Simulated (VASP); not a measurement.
## PbSe: single point with PBE0

PbSe:

```
CELL_PARAMETERS angstrom
0.00000 3.06065 3.06065
3.06065 0.00000 3.06065
3.06065 3.06065 0.00000
ATOMIC_POSITIONS crystal
Pb 0.00000 0.00000 0.00000
Se 0.50000 0.50000 0.50000
```

* Program: VASP 6.6.1
* Task: single point
* Functional: PBE0
* Potentials or basis: VASP PAW PBE potentials, release 64 (Pb_d, Se)
* Cutoff: 520 eV
* k mesh: 5 × 5 × 5
* Occupations: gaussian, width 0.01 eV
* Spin: no spin polarisation
* Dipole correction: no
* Grid for exact exchange (PRECFOCK): Normal
* Further INCAR settings: ALGO = Normal; EDIFF = 1e-06; NBANDS = 17
* Share of exact exchange: 0.25

The pressure is 1.1 GPa.

Levels at points of the mesh, in eV from the Fermi level:
| k point | band 8 | band 9 | band 10 | band 11 | band 12 | band 13 |
| --- | --- | --- | --- | --- | --- | --- |
| (0.00, 0.00, 0.00) | -2.01 | -2.01 | -2.01 | 6.43 | 6.43 | 6.43 |

Run time: 38 min on 1 thread of Oxide Virtual Turin-like Processor, on a shared host, peak memory 0.17 GiB.

Caveat: this odd mesh misses L, so gap, dielectric constants and Born charges aren't listed; the PAW data sets were made with another functional, which shifts forces and pressure a little; spin-orbit coupling is left out, which moves the levels of the heavy elements.
